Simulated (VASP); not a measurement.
# Pb (Fm-3m) in VASP: notebook

The runs below take Pb through single point, relaxation of cell and atoms, with PBE.

Program: VASP 6.6.1. These are calculated values, not measurements. Logs are shortened: lines on timing, memory, paths and dates and some standing lists are left out, and cuts for length are marked.

**1. The cell of the first run**

Symmetry: Fm-3m, No. 225, cubic system. The conventional cell has a = 5.030 Å, b = 5.030 Å, c = 5.030 Å, α = 90.00°, β = 90.00°, γ = 90.00°. Pb (site symmetry m-3m) has 12 Pb at 3.56 Å within 4.7 Å.

**2. Single point, PBE**

Contents of INCAR:

```
SYSTEM = Pb
ALGO = Normal ; EDIFF = 1E-6
ENCUT = 520 ; GGA = PE
ISIF = 2 ; ISMEAR = -1
LASPH = .True. ; LCHARG = .False.
LREAL = .False. ; LWAVE = .False.
NBANDS = 13 ; NELM = 100
PREC = Accurate ; SIGMA = 0.05
```

Contents of KPOINTS:

```
k-points
0
Gamma
  13 13 13
  0 0 0
```

Contents of POSCAR:

```
Pb
1.0
    0.0000000000      2.5152162699      2.5152162699
    2.5152162699      0.0000000000      2.5152162699
    2.5152162699      2.5152162699      0.0000000000
Pb
1
Direct
    0.0000000000      0.0000000000      0.0000000000
```

Potentials or basis: VASP PAW PBE potentials, release 64 (Pb_d).

Started as:

```console
cat potpaw_PBE.64/Pb_d/POTCAR > POTCAR
mpirun -np 1 vasp_std > vasp.out
```

OUTCAR:

```text
SYSTEM = Pb
   EDIFF = 1E-6
   ENCUT = 520
   GGA = PE
   ISIF = 2
   ISMEAR = -1
   LASPH = .True.
   LREAL = .False.
   NELM = 100
   PREC = Accurate

 ion  position               nearest neighbor table
   1  0.000  0.000  0.000-

  LATTYP: Found a face centered cubic cell.
 ALAT       =     5.0304325398

  Lattice vectors:

 A1 = (   0.0000000000,   2.5152162699,   2.5152162699)
 A2 = (   2.5152162699,   0.0000000000,   2.5152162699)
 A3 = (   2.5152162699,   2.5152162699,   0.0000000000)

Analysis of symmetry for initial positions (statically):
=====================================================================
 Subroutine PRICEL returns:
 Original cell was already a primitive cell.

 Routine SETGRP: Setting up the symmetry group for a
 face centered cubic supercell.

 Subroutine GETGRP returns: Found 48 space group operations
 (whereof 48 operations were pure point group operations)
 out of a pool of 48 trial point group operations.

The static configuration has the point symmetry O_h .

Analysis of symmetry for dynamics (positions and initial velocities):
=====================================================================
 Subroutine PRICEL returns:
 Original cell was already a primitive cell.

 Routine SETGRP: Setting up the symmetry group for a
 face centered cubic supercell.

 Subroutine GETGRP returns: Found 48 space group operations
 (whereof 48 operations were pure point group operations)
 out of a pool of 48 trial point group operations.

The dynamic configuration has the point symmetry O_h .

 Subroutine INISYM returns: Found 48 space group operations
 (whereof 48 operations are pure point group operations),
 and found     1 'primitive' translations

----------------------------------------------------------------------------------------

                                     Primitive cell

  volume of cell :      31.8241

  direct lattice vectors                    reciprocal lattice vectors
     0.000000000  2.515216270  2.515216270    -0.198790063  0.198790063  0.198790063
     2.515216270  0.000000000  2.515216270     0.198790063 -0.198790063  0.198790063
     2.515216270  2.515216270  0.000000000     0.198790063  0.198790063 -0.198790063

  length of vectors
     3.557052961  3.557052961  3.557052961     0.344314489  0.344314489  0.344314489

  position of ions in fractional coordinates (direct lattice)
     0.000000000  0.000000000  0.000000000

  ion indices of the primitive-cell ions
   primitive index   ion index
                 1           1

----------------------------------------------------------------------------------------

 KPOINTS: k-points

Automatic generation of k-mesh.
 Grid dimensions read from file:
 generate k-points for:   13   13   13

 Generating k-lattice:

  Cartesian coordinates                     Fractional coordinates (reciprocal lattice)
    -0.015291543  0.015291543  0.015291543     0.076923077  0.000000000  0.000000000
     0.015291543 -0.015291543  0.015291543     0.000000000  0.076923077  0.000000000
     0.015291543  0.015291543 -0.015291543     0.000000000  0.000000000  0.076923077

  Length of vectors
     0.026485730  0.026485730  0.026485730

  Shift w.r.t. Gamma in fractional coordinates (k-lattice)
     0.000000000  0.000000000  0.000000000

 Subroutine IBZKPT returns following result:
 ===========================================

 Found     84 irreducible k-points:

 Following reciprocal coordinates:
            Coordinates               Weight
  0.000000  0.000000  0.000000      1.000000
  0.076923  0.000000  0.000000      8.000000
  0.153846  0.000000  0.000000      8.000000
  0.230769  0.000000  0.000000      8.000000
  0.307692  0.000000  0.000000      8.000000
  0.384615  0.000000  0.000000      8.000000
[... 16 lines left out ...]
  0.384615  0.153846  0.000000     24.000000
  0.461538  0.153846  0.000000     24.000000
 [... further k-points ...]
   k-points           NKPTS =     84   k-points in BZ     NKDIM =     84   number of bands    NBANDS=     13
   number of dos      NEDOS =    301   number of ions     NIONS =      1
   total plane-waves  NPLWV =  21952
   dimension x,y,z NGX =    28 NGY =   28 NGZ =   28
   dimension x,y,z NGXF=    56 NGYF=   56 NGZF=   56
   ions per type =               1
   NGX,Y,Z   is equivalent  to a cutoff of  13.09, 13.09, 13.09 a.u.
   NGXF,Y,Z  is equivalent  to a cutoff of  26.17, 26.17, 26.17 a.u.
 SYSTEM =  Pb
   PREC   = accura    normal or accurate (medium, high low for compatibility)
   ISTART =      0    job   : 0-new  1-cont  2-samecut
   ICHARG =      2    charge: 1-file 2-atom 10-const
   ISPIN  =      1    spin polarized calculation?
   LNONCOLLINEAR =      F non collinear calculations
   LSORBIT =      F    spin-orbit coupling
   LASPH  =      T    aspherical Exc in radial PAW
   ENCUT  =  520.0 eV  38.22 Ry    6.18 a.u.   6.61  6.61  6.61*2*pi/ulx,y,z
   NELM   =    100;   NELMIN=  2; NELMDL= -5     # of ELM steps
   EDIFF  = 0.1E-05   stopping-criterion for ELM
   LREAL  =      F    real-space projection
   EDIFFG = 0.1E-04   stopping-criterion for IOM
   NSW    =      0    number of steps for IOM
   IBRION =     -1    ionic relax: 0-MD 1-quasi-New 2-CG
   NFREE  =      0    steps in history (QN), initial steepest desc. (CG)
   ISIF   =      2    stress and relaxation
   ISYM   =      2    0-nonsym 1-usesym 2-fastsym
   POTIM  = 0.5000    time-step for ionic-motion
   TEBEG  =    0.0;   TEEND  =   0.0 temperature during run
   PSTRESS=    0.0 pullay stress
   NELECT =      14.0000    total number of electrons
   NUPDOWN=      -1.0000    fix difference up-down
   EMIN   =  10.00;   EMAX   =-10.00  energy-range for DOS
   EFERMI =   0.00;   METHOD = LEGACY
   ISMEAR =    -1;   SIGMA  =   0.05  broadening in eV -4-tet -1-fermi 0-gaus
   EFERMI_NEDOS =   21; number of points for ismear=-14 and -15
   IALGO  =     38    algorithm
   IMIX   =      4    mixing-type and parameters
     AMIX     =   0.40;   BMIX     =  1.00
     AMIX_MAG =   1.60;   BMIX_MAG =  1.00
  volume/ion in A,a.u.               =      31.82       214.76
  Fermi-wavevector in a.u.,A,eV,Ry     =   1.245085  2.352869 21.092235  1.550236
  Thomas-Fermi vector in A             =   2.379323
   LORBIT       =      0    0 simple, 1 ext, 2 COOP (PROOUT), +10 PAW based schemes
   GGA     = PE    functional components
   LHFCALC =     F    Hartree Fock is set to
   AEXX    =    0.0000 exact exchange contribution
   IVDW    =     0    specifies the selected vdW correction
   LEPSILON=     F    determine dielectric tensor
   LRPA    =     F    only Hartree local field effects (RPA)
 non-spin polarized calculation
  energy-cutoff  :      520.00
  volume of cell :       31.82
 maximum number of plane-waves:       881
   NGX = 13   NGY = 13   NGZ = 13

 number of electron      14.0000003 magnetization

 Free energy of the ion-electron system (eV)
  ---------------------------------------------------
  ext. energy  EPLUGINS =         0.00000000
  ---------------------------------------------------
  free energy    TOTEN  =        -3.56425410 eV

  energy without entropy =       -3.55872806  energy(sigma->0) =       -3.56149108

 E-fermi :   6.8046     XC(G=0):  -9.9548

 val. band max:        6.8023815416   @ k =   0.3846   0.2308   0.0769
 cond. band min:       6.8839619502   @ k =   0.3846   0.3077   0.0769
 fundamental gap:      0.0815804086
 Fermi energy:         6.8046001146

 k-point     1 :       0.0000    0.0000    0.0000
  band No.  band energies     occupation
      1     -10.2877      2.00000
      2     -10.2877      2.00000
      3     -10.2877      2.00000
      4     -10.1675      2.00000
      5     -10.1675      2.00000
      6      -4.6831      2.00000
      7      13.7940      0.00000
      8      13.7940      0.00000
      9      13.7940      0.00000
     10      16.4811      0.00000
     11      17.4812      0.00000
     12      18.8881      0.00000
     13      18.8881      0.00000

 k-point     2 :       0.0769    0.0000    0.0000
  band No.  band energies     occupation
      1     -10.2877      2.00000
      2     -10.2803      2.00000
      3     -10.2803      2.00000
      4     -10.1680      2.00000
      5     -10.1680      2.00000
      6      -4.5749      2.00000
      7      12.5058      0.00000
      8      13.6594      0.00000
      9      13.6594      0.00000
     10      16.1794      0.00000
     11      18.1229      0.00000
     12      19.1288      0.00000
     13      19.1288      0.00000

 k-point     3 :       0.1538    0.0000    0.0000
  band No.  band energies     occupation
      1     -10.2883      2.00000
      2     -10.2645      2.00000
      3     -10.2645      2.00000
      4     -10.1642      2.00000
      5     -10.1642      2.00000
      6      -4.2507      2.00000
      7      10.2492      0.00000
      8      13.3247      0.00000
      9      13.3247      0.00000
     10      15.8094      0.00000
     11      19.1436      0.00000
     12      19.4277      0.00000
     13      19.5742      0.00000
[... 305 lines left out ...]
 k-point    23 :       0.3846    0.1538    0.0000
  band No.  band energies     occupation
      1     -10.3196      2.00000
      2     -10.2510      2.00000
      3     -10.2149      2.00000
      4     -10.1405      2.00000
      5     -10.0652      2.00000
      6      -2.3597      2.00000
      7       5.5394      2.00000
      8      10.4472      0.00000
      9      10.8885      0.00000
     10      14.4387      0.00000
     11      17.9621      0.00000
     12      19.6335      0.00000
     13      20.1482      0.00000

 k-point    24 :       0.4615    0.1538    0.0000
  band No.  band energies     occupation
      1     -10.3137      2.00000
      2     -10.2550      2.00000
      3     -10.2247      2.00000
      4     -10.1153      2.00000
      5     -10.0481      2.00000
      6      -1.5554      2.00000
      7       4.0223      2.00000
      8       9.8288      0.00000
      9      10.9192      0.00000
     10      14.3207      0.00000
     11      18.5099      0.00000
     12      19.5401      0.00000
     13      20.1766      0.00000

 [... further k-points ...]
[... 5 lines left out ...]
  --------------------------------------------------------------------------------------
  -------------------------------------------------------------------------------------
  Total        0.0382245      0.0382245      0.0382245     -0.0000000      0.0000000      0.0000000
  in kB        1.9244023      1.9244023      1.9244023     -0.0000000      0.0000000      0.0000000
  external PRESSURE =       1.9244023 kB  Pullay stress =       0.0000000 kB

 VOLUME and BASIS-vectors are now :
 -----------------------------------------------------------------------------
  energy-cutoff  :      520.00
  volume of cell :       31.82
      direct lattice vectors                 reciprocal lattice vectors
     0.000000000  2.515216270  2.515216270    -0.198790063  0.198790063  0.198790063
     2.515216270  0.000000000  2.515216270     0.198790063 -0.198790063  0.198790063
     2.515216270  2.515216270  0.000000000     0.198790063  0.198790063 -0.198790063

 POSITION                                       TOTAL-FORCE (eV/Angst)
 -----------------------------------------------------------------------------------
      0.00000      0.00000      0.00000         0.000000      0.000000     -0.000000
 -----------------------------------------------------------------------------------
    total drift:                               -0.000000     -0.000000     -0.000000

  FREE ENERGIE OF THE ION-ELECTRON SYSTEM (eV)
  ---------------------------------------------------
  free  energy   TOTEN  =        -3.5642541032 eV

  energy  without entropy=       -3.5587280643  energy(sigma->0) =       -3.56149108
```

Run time: 17 s. Hardware: 1 thread of Intel Xeon Platinum 8488C (Sapphire Rapids), shared host; peak memory 0.17 GiB.

What came out:

* Free energy: -3.5643 eV
* Pressure: 0.2 GPa
* Band gap on the k mesh: zero (band 7 reaches 13.79 eV, above the bottom of band 8 at 5.18 eV)

Levels at points of the mesh, in eV from the Fermi level:
```
           k point  band 3  band 4  band 5  band 6  band 7  band 8  band 9  band 10  band 11  band 12
(0.00, 0.00, 0.00)  -17.09  -16.97  -16.97  -11.49    6.99    6.99    6.99     9.68    10.68    12.08
```

Caveat: spin-orbit coupling is left out, which moves the levels of the heavy elements.

**3. Single point, PBE**

Contents of INCAR:

```
PREC = Accurate
ENCUT = 520
EDIFF = 1E-6
ISMEAR = -1
SIGMA = 0.05
LREAL = False
LASPH = True
NELM = 80
ALGO = Normal
ISIF = 2
LWAVE = False
LCHARG = True
GGA = PE
LELF = True
LVHAR = True
NBANDS = 13
```

Contents of KPOINTS:

```
regular mesh
0
Gamma
  13 13 13
```

POSCAR is that of step 2.

Potentials or basis: VASP PAW PBE potentials, release 64 (Pb_d).

Started as:

```console
cat potpaw_PBE.64/Pb_d/POTCAR > POTCAR
mpirun -np 1 vasp_std > vasp.out
```

OUTCAR:

```text
PREC = Accurate
   ENCUT = 520
   EDIFF = 1E-6
   ISMEAR = -1
   LREAL = False
   LASPH = True
   NELM = 80
   ISIF = 2
   GGA = PE

 ion  position               nearest neighbor table
   1  0.000  0.000  0.000-

  LATTYP: Found a face centered cubic cell.
 ALAT       =     5.0304325398

  Lattice vectors:

 A1 = (   0.0000000000,   2.5152162699,   2.5152162699)
 A2 = (   2.5152162699,   0.0000000000,   2.5152162699)
[... 552 lines left out ...]
      3     -10.2247      2.00000
      4     -10.1153      2.00000
      5     -10.0481      2.00000
      6      -1.5554      2.00000
      7       4.0223      2.00000
      8       9.8288      0.00000
      9      10.9192      0.00000
     10      14.3207      0.00000
     11      18.5099      0.00000
     12      19.5401      0.00000
     13      20.1766      0.00000

 [... further k-points ...]
[... 5 lines left out ...]
  --------------------------------------------------------------------------------------
  -------------------------------------------------------------------------------------
  Total        0.0382245      0.0382245      0.0382245     -0.0000000      0.0000000      0.0000000
  in kB        1.9244023      1.9244023      1.9244023     -0.0000000      0.0000000      0.0000000
  external PRESSURE =       1.9244023 kB  Pullay stress =       0.0000000 kB

 VOLUME and BASIS-vectors are now :
 -----------------------------------------------------------------------------
  energy-cutoff  :      520.00
  volume of cell :       31.82
      direct lattice vectors                 reciprocal lattice vectors
     0.000000000  2.515216270  2.515216270    -0.198790063  0.198790063  0.198790063
     2.515216270  0.000000000  2.515216270     0.198790063 -0.198790063  0.198790063
     2.515216270  2.515216270  0.000000000     0.198790063  0.198790063 -0.198790063

 POSITION                                       TOTAL-FORCE (eV/Angst)
 -----------------------------------------------------------------------------------
      0.00000      0.00000      0.00000         0.000000      0.000000     -0.000000
 -----------------------------------------------------------------------------------
    total drift:                               -0.000000     -0.000000     -0.000000

  FREE ENERGIE OF THE ION-ELECTRON SYSTEM (eV)
  ---------------------------------------------------
  free  energy   TOTEN  =        -3.5642541032 eV

  energy  without entropy=       -3.5587280643  energy(sigma->0) =       -3.56149108
```

OSZICAR:

```text
N       E                     dE             d eps       ncg     rms          rms(c)
DAV:   1     0.106223686672E+03    0.10622E+03   -0.71065E+03  2242   0.125E+03
DAV:   2     0.166884606109E+01   -0.10455E+03   -0.10139E+03  2304   0.309E+02
DAV:   3    -0.344619716738E+01   -0.51150E+01   -0.50994E+01  2700   0.736E+01
DAV:   4    -0.356889687375E+01   -0.12270E+00   -0.12267E+00  2690   0.122E+01
DAV:   5    -0.357408283793E+01   -0.51860E-02   -0.51856E-02  3129   0.228E+00    0.485E-01
DAV:   6    -0.356598504913E+01    0.80978E-02   -0.12043E-02  2788   0.190E+00    0.248E-01
DAV:   7    -0.356425632590E+01    0.17287E-02   -0.52926E-03  2864   0.116E+00    0.897E-02
DAV:   8    -0.356425580291E+01    0.52299E-06   -0.40304E-04  2783   0.318E-01    0.980E-03
DAV:   9    -0.356425476818E+01    0.10347E-05   -0.97750E-06  3268   0.503E-02    0.457E-03
DAV:  10    -0.356425410321E+01    0.66498E-06   -0.84817E-07  2097   0.982E-03
   1 F= -.35642541E+01 E0= -.35614911E+01  d E =-.552604E-02
```

It took 18 s on 1 thread of Intel Xeon Platinum 8488C (Sapphire Rapids), shared host; peak memory 0.17 GiB.

What came out:

```yaml
Free_energy: -3.5643 eV
Pressure: 0.2 GPa
Band_gap_on_the_k_mesh: zero (band 7 reaches 13.79 eV, above the bottom of band 8 at 5.18 eV)
```

Levels at points of the mesh, in eV from the Fermi level:
```
           k point  band 5  band 6  band 7  band 8  band 9  band 10
(0.00, 0.00, 0.00)  -16.97  -11.49    6.99    6.99    6.99     9.68
```

Caveat: spin-orbit coupling is left out, which moves the levels of the heavy elements.

**4. Relaxation of cell and atoms, PBE, target pressure 0.25 GPa, at which the enthalpy is minimised**

Contents of INCAR:

```
PREC     = Accurate       # precision mode
ENCUT    = 600            # plane-wave cutoff, eV
EDIFF    = 1E-6           # SCF threshold, eV
ISMEAR   = -1             # smearing method
SIGMA    = 0.05           # smearing width, eV
LREAL    = F              # projectors in reciprocal space
LASPH    = T              # aspherical terms in the spheres
NELM     = 100            # most SCF steps
ALGO     = Normal         # electronic algorithm
ISIF     = 3              # what is computed and relaxed
LWAVE    = F              # write WAVECAR
LCHARG   = F              # write CHGCAR
GGA      = PE             # functional
IBRION   = 2              # ionic algorithm
NSW      = 60             # ionic steps
EDIFFG   = -0.005         # ionic threshold
PSTRESS  = 2.5
```

Contents of KPOINTS:

```
Automatic mesh
0
Gamma
  13 13 13
```

POSCAR is that of step 3.

Started as:

```console
cat potpaw_PBE.64/Pb_d/POTCAR > POTCAR
mpirun -np 1 vasp_std > vasp.out
```

It took 29 s on 1 thread of Intel Xeon Platinum 8488C (Sapphire Rapids), shared host; peak memory 0.18 GiB.

Results (log left out):

| Quantity | Value |
| --- | --- |
| Free energy | -3.5643 eV |
| Pressure after relaxing | 0.3 GPa |
| Band gap on the k mesh | zero (band 7 reaches 13.79 eV, above the bottom of band 8 at 5.18 eV) |

Final structure:
```
CELL_PARAMETERS angstrom
0.00000 2.51522 2.51522
2.51522 0.00000 2.51522
2.51522 2.51522 0.00000
ATOMIC_POSITIONS crystal
Pb 0.00000 0.00000 0.00000
```

Levels at points of the mesh, in eV from the Fermi level:
| k point | band 4 | band 5 | band 6 | band 7 | band 8 | band 9 | band 10 | band 11 |
| --- | --- | --- | --- | --- | --- | --- | --- | --- |
| (0.00, 0.00, 0.00) | -16.97 | -16.97 | -11.49 | 6.99 | 6.99 | 6.99 | 9.68 | 10.68 |

Caveat: the relaxation stopped at its first step, so nothing moved; the cell is relaxed towards a set pressure, so the enthalpy falls and the energy may rise; spin-orbit coupling is left out, which moves the levels of the heavy elements.
